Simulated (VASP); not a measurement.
Wanted: the native input for a VASP 6.6.1 run.

* Task: single point
* Functional: PBE
* Potentials or basis: VASP PAW PBE potentials, release 64 (Cd, Rh_pv, C, N)
* Cutoff: 520 eV
* k mesh: 4 × 4 × 4
* Occupations: gaussian, width 0.02 eV
* Spin: collinear spin, ferromagnetic start
* Starting moments: [0.0, 1.87, 0.0, 0.0, 0.0, 0.0, 0.0, 0.0, 0.0, 0.0] μB
* Dipole correction: no
* Further INCAR settings: ALGO = Normal; EDIFF = 1e-07; NBANDS = 46

The structure of CdRhC4N4 lies in POSCAR:

```
CdRhC4N4
1.0
    6.2900868746      0.0000000000      0.0000000000
    0.0000000000      6.2900868746      0.0000000000
    0.0000000000      0.0000000000      6.2900868746
Cd Rh C N
1 1 4 4
Direct
    0.0000000000      0.0000000000      0.0000000000
    0.5000000000      0.5000000000      0.5000000000
    0.2043157431      0.2043157431      0.2043157431
    0.2043157431      0.7956842569      0.7956842569
    0.7956842569      0.2043157431      0.7956842569
    0.7956842569      0.7956842569      0.2043157431
    0.3115101646      0.3115101646      0.3115101646
    0.3115101646      0.6884898354      0.6884898354
    0.6884898354      0.3115101646      0.6884898354
    0.6884898354      0.6884898354      0.3115101646
```

These files were run (other wordings do the same):

INCAR

```
PREC = Accurate ; ENCUT = 520
EDIFF = 1E-7 ; ISMEAR = 0
SIGMA = 0.02 ; LREAL = False
LASPH = True ; NELM = 150
ALGO = Normal ; ISIF = 2
LWAVE = False ; LCHARG = False
ISPIN = 2 ; MAGMOM = 0 1.87 0 0 0 0 0 0 0 0
LORBIT = 11 ; LMAXMIX = 4
GGA = PE ; NBANDS = 46
```

KPOINTS

```
regular mesh
0
Gamma
  4 4 4
```

Potentials or basis: VASP PAW PBE potentials, release 64 (Cd, Rh_pv, C, N).

The run is started by

```sh
$ cat potpaw_PBE.64/Cd/POTCAR potpaw_PBE.64/Rh_pv/POTCAR potpaw_PBE.64/C/POTCAR potpaw_PBE.64/N/POTCAR > POTCAR
$ mpirun -np 1 vasp_std > vasp.out
```

It gave:

```yaml
Pressure: 0.4 GPa
Largest_force: 0.398 eV/Å
Band_gap_on_the_k_mesh: 1.32 eV (least direct gap 1.41 eV)
Net_moment: 3.00 μB per cell
Site_moments: Cd +0.01; Rh +2.10; C +0.05; N +0.07 μB
Valence_electrons_inside_the_program's_atomic_spheres: Cd 10.34; Rh 13.46; C 2.56; N 3.89
```

Run time: 6.8 min on 1 thread of Intel Xeon 8259CL, on a shared host, peak memory 0.52 GiB.
